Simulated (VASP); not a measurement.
# CaPtCl6 (R-3) in VASP: single point with PBEsol

Aim: the single point of CaPtCl6 with PBEsol.

All numbers are computed with VASP 6.6.1; they aren't measurements. Logs are shortened: lines on timing, memory, paths and dates and some standing lists are left out, and cuts for length are marked.

## Step 1: The cell of the first run

Symmetry: R-3, No. 148, trigonal system. The conventional cell has a = 6.183 Å, b = 6.183 Å, c = 17.237 Å, α = 90.00°, β = 90.00°, γ = 120.00°. Within 3.6 Å of Ca (site symmetry -3) lie 6 Cl at 2.76 Å. Within 3.1 Å of Pt (site symmetry -3) lie 6 Cl at 2.32 Å. Cl (site symmetry 1) has 1 Pt at 2.32 Å and 1 Ca at 2.76 Å within 3.1 Å.

## Step 2: Single point, PBEsol

File INCAR:

```
SYSTEM = CaPtCl6
PREC = Accurate
ENCUT = 520
EDIFF = 1E-6
ISMEAR = -1
SIGMA = 0.05
LREAL = .FALSE.
LASPH = .TRUE.
NELM = 80
ALGO = Normal
ISIF = 2
LWAVE = .FALSE.
LCHARG = .FALSE.
GGA = PS
NBANDS = 41
```

File KPOINTS:

```
regular mesh
0
G
  4 4 4
  0 0 0
```

File POSCAR:

```
CaPtCl6
1.0
   -0.0002572395      4.3715231928      4.3721623025
    4.3707059188     -0.0011748326      4.3730790939
    4.7755681021      4.7735344584     -0.4011193173
Ca Pt Cl
1 1 6
Direct
    0.4970687933      0.4942295747      0.5047267104
   -0.0029261492     -0.0057769430      0.0047235144
    0.5976248478      0.2066076724      0.2367775480
    0.3965292929      0.7818266555      0.7726828102
    0.2094676241      0.9492383215      0.2367684702
    0.7846817586      0.0392089796      0.7726757830
    0.0420568777      0.3936685267      0.7726776233
    0.9520844670      0.5947809049      0.2367703072
```

Potentials or basis: VASP PAW PBE potentials, release 64 (Ca_sv, Pt, Cl).

The run is started by

```
> cat potpaw_PBE.64/Ca_sv/POTCAR potpaw_PBE.64/Pt/POTCAR potpaw_PBE.64/Cl/POTCAR > POTCAR
> mpirun -np 1 vasp_std > vasp.out
```

OUTCAR:

```text
SYSTEM = CaPtCl6
   PREC = Accurate
   ENCUT = 520
   EDIFF = 1E-6
   ISMEAR = -1
   LREAL = .FALSE.
   LASPH = .TRUE.
   NELM = 80
   ISIF = 2
   GGA = PS

 ion  position               nearest neighbor table
   1  0.497  0.494  0.505-   4 2.76   5 2.76   6 2.76   3 2.76   8 2.76   7 2.76
   2  0.997  0.994  0.005-   5 2.32   8 2.32   3 2.32   6 2.32   7 2.32   4 2.32
   3  0.598  0.207  0.237-   2 2.32   1 2.76
   4  0.397  0.782  0.773-   2 2.32   1 2.76
   5  0.209  0.949  0.237-   2 2.32   1 2.76
   6  0.785  0.039  0.773-   2 2.32   1 2.76
   7  0.042  0.394  0.773-   2 2.32   1 2.76
   8  0.952  0.595  0.237-   2 2.32   1 2.76

  LATTYP: Found a trigonal (rhomboedric) cell.
 ALAT       =     6.7641391640
 COS(alpha) =     0.5822654517

  Lattice vectors:

 A1 = (   4.7755681021,   4.7735344584,  -0.4011193173)
 A2 = (   4.7758253416,   0.4020112656,  -4.7732816198)
 A3 = (   0.4048621833,   4.7747092910,  -4.7741984112)

Analysis of symmetry for initial positions (statically):
=====================================================================
 Subroutine PRICEL returns:
 Original cell was already a primitive cell.

 Routine SETGRP: Setting up the symmetry group for a
 trigonal (rhombohedral) supercell.

 Subroutine GETGRP returns: Found  1 space group operations
 (whereof  1 operations were pure point group operations)
 out of a pool of 12 trial point group operations.

The static configuration has the point symmetry C_1 .

Analysis of symmetry for dynamics (positions and initial velocities):
=====================================================================
 Subroutine PRICEL returns:
 Original cell was already a primitive cell.

 Routine SETGRP: Setting up the symmetry group for a
 trigonal (rhombohedral) supercell.

 Subroutine GETGRP returns: Found  1 space group operations
 (whereof  1 operations were pure point group operations)
 out of a pool of 12 trial point group operations.

The dynamic configuration has the point symmetry C_1 .

 Subroutine INISYM returns: Found  1 space group operations
 (whereof  1 operations are pure point group operations),
 and found     1 'primitive' translations

----------------------------------------------------------------------------------------

                                     Primitive cell

  volume of cell :     190.2081

[... 103 lines left out ...]
   NSW    =      0    number of steps for IOM
   IBRION =     -1    ionic relax: 0-MD 1-quasi-New 2-CG
   NFREE  =      0    steps in history (QN), initial steepest desc. (CG)
   ISIF   =      2    stress and relaxation
   ISYM   =      2    0-nonsym 1-usesym 2-fastsym
   POTIM  = 0.5000    time-step for ionic-motion
   TEBEG  =    0.0;   TEEND  =   0.0 temperature during run
   PSTRESS=    0.0 pullay stress
   NELECT =      62.0000    total number of electrons
   NUPDOWN=      -1.0000    fix difference up-down
   EMIN   =  10.00;   EMAX   =-10.00  energy-range for DOS
   EFERMI =   0.00;   METHOD = LEGACY
   ISMEAR =    -1;   SIGMA  =   0.05  broadening in eV -4-tet -1-fermi 0-gaus
   EFERMI_NEDOS =   21; number of points for ismear=-14 and -15
   IALGO  =     38    algorithm
   IMIX   =      4    mixing-type and parameters
     AMIX     =   0.40;   BMIX     =  1.00
     AMIX_MAG =   1.60;   BMIX_MAG =  1.00
  volume/ion in A,a.u.               =      23.78       160.45
  Fermi-wavevector in a.u.,A,eV,Ry     =   1.126667  2.129093 17.270955  1.269379
  Thomas-Fermi vector in A             =   2.263350
   LORBIT       =      0    0 simple, 1 ext, 2 COOP (PROOUT), +10 PAW based schemes
   GGA     = PS    functional components
   LHFCALC =     F    Hartree Fock is set to
   AEXX    =    0.0000 exact exchange contribution
   IVDW    =     0    specifies the selected vdW correction
   LEPSILON=     F    determine dielectric tensor
   LRPA    =     F    only Hartree local field effects (RPA)
 non-spin polarized calculation
  energy-cutoff  :      520.00
  volume of cell :      190.21
 maximum number of plane-waves:      5147
 NGX is ok and might be reduce to    48
   NGX = 23   NGY = 23   NGZ = 25

 number of electron      62.0000002 magnetization

 Free energy of the ion-electron system (eV)
  ---------------------------------------------------
  ext. energy  EPLUGINS =         0.00000000
  ---------------------------------------------------
  free energy    TOTEN  =       -30.18114046 eV

  energy without entropy =      -30.18114043  energy(sigma->0) =      -30.18114044

 E-fermi :   2.3401     XC(G=0):  -9.1213

 val. band max:        1.5225550296   @ k =   0.0000   0.5000   0.0000
 cond. band min:       3.1802432949   @ k =  -0.0000   0.5000   0.5000
 fundamental gap:      1.6576882654
 Fermi energy:         2.3400534218

 k-point     1 :       0.0000    0.0000    0.0000
  band No.  band energies     occupation
      1     -37.7362      2.00000
      2     -18.8614      2.00000
      3     -18.8614      2.00000
      4     -18.8289      2.00000
      5     -13.4011      2.00000
      6     -12.4310      2.00000
[... 1045 lines left out ...]
     40       9.3701      0.00000
     41       9.7905      0.00000

 [... further k-points ...]

------------------------ aborting loop because EDIFF is reached ----------------------------------------

  FORCE on cell =-STRESS in cart. coord.  units (eV):
  Direction    XX          YY          ZZ          XY          YZ          ZX
  --------------------------------------------------------------------------------------
  -------------------------------------------------------------------------------------
  Total       -0.1244946     -0.1241227     -0.1248846     -0.0015105      0.0014288      0.0017146
  in kB       -1.0486533     -1.0455206     -1.0519391     -0.0127231      0.0120353      0.0144423
  external PRESSURE =      -1.0487044 kB  Pullay stress =       0.0000000 kB

 VOLUME and BASIS-vectors are now :
 -----------------------------------------------------------------------------
  energy-cutoff  :      520.00
  volume of cell :      190.21
      direct lattice vectors                 reciprocal lattice vectors
    -0.000257239  4.371523193  4.372162302    -0.109745966  0.119012338  0.109718382
     4.370705919 -0.001174833  4.373079094     0.118944298 -0.109771639  0.109762591
     4.775568102  4.773534458 -0.401119317     0.100532798  0.100471851 -0.100451249

 POSITION                                       TOTAL-FORCE (eV/Angst)
 -----------------------------------------------------------------------------------
      4.57036      4.58170      4.13211        -0.000064      0.000047      0.000020
      4.36776      4.38011      8.70529         0.000039      0.000050     -0.000070
      2.03361      3.74255      3.42145        -0.031735      0.002308      0.006579
      7.10703      5.42095      4.84274         0.031866     -0.002429     -0.006568
      5.27949      2.04480      4.97195        -0.006529     -0.031799     -0.002366
      3.86113      7.11860      3.29228         0.006578      0.031751      0.002378
      5.41057      3.87179      1.59549        -0.002378      0.006566     -0.031720
      3.73008      5.29159      6.66872         0.002224     -0.006494      0.031747
 -----------------------------------------------------------------------------------
    total drift:                                0.000144     -0.000184     -0.000227

  FREE ENERGIE OF THE ION-ELECTRON SYSTEM (eV)
  ---------------------------------------------------
  free  energy   TOTEN  =       -30.1811404576 eV

  energy  without entropy=      -30.1811404253  energy(sigma->0) =      -30.18114044
```

stdout:

```text
POSCAR found type information on POSCAR CaPtCl
 POSCAR found :  3 types and       8 ions
 scaLAPACK will be used
 -----------------------------------------------------------------------------
|                                                                             |
|                                                                             |
|     You enforced a specific xc type in the INCAR file but a different       |
[... 26 lines left out ...]
 -----------------------------------------------------------------------------

 LDA part: xc-table for (Slater+PW92), standard interpolation
 POSCAR, INCAR and KPOINTS ok, starting setup
 FFT: planning ... GRIDC
 FFT: planning ... GRID_SOFT
 FFT: planning ... GRID
 WAVECAR not read
 entering main loop
```

It took 2.7 min on 1 thread of Intel Xeon 6975P-C (Granite Rapids), shared host; peak memory 0.47 GiB.

Results:

```
Free energy            : -30.1811 eV
Pressure               : -0.1 GPa
Largest force          : 0.033 eV/Å
Band gap on the k mesh : 1.66 eV (least direct gap 1.72 eV)
```

Forces in eV/Å, atoms in the order of the input:
```
Ca   0.000  0.000  0.000
Pt   0.000  0.000  0.000
Cl  -0.032  0.002  0.007
Cl   0.032 -0.002 -0.007
Cl  -0.007 -0.032 -0.002
Cl   0.007  0.032  0.002
Cl  -0.002  0.007 -0.032
Cl   0.002 -0.006  0.032
```

Caveat: the PAW data sets were made with another functional, which shifts forces and pressure a little; spin-orbit coupling is left out, which moves the levels of the heavy elements. A k mesh can miss the band edges.
